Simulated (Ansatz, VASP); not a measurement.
# Rb: VASP beside Ansatz

```
Rb
1.0
    -2.83406    2.80600    2.80600
     2.83406   -2.80600    2.80600
     2.83406    2.80600   -2.80600
Rb
1
Direct
  0.00000 0.00000 0.00000
```

Change from the starting cell: strain +0.0100 x Voigt [1, 0, 0, 0, 0, 0], atoms carried along.

Alike in both runs: task single point; functional PBE; k mesh 12 × 12 × 12; occupations gaussian, width 0.15 eV; no spin polarisation.

```csv
,VASP,Ansatz
version,VASP 6.6.1,Ansatz 0.2.0
potentials or method,"VASP PAW PBE potentials, release 64 (Rb_sv), cutoff 520 eV","scalar-relativistic, plane waves, PAW"
valence electrons in the cell,9,9
```

```csv
,VASP,Ansatz,Ansatz less VASP
gap on the k mesh at the Fermi level (eV),none,none,-
pressure (GPa),0.1,0.1,0.00
```

A gap of «none» marks a metal or a gap that the smearing closes. The functional is the same, so the differences come from potentials, cutoffs and numerics.
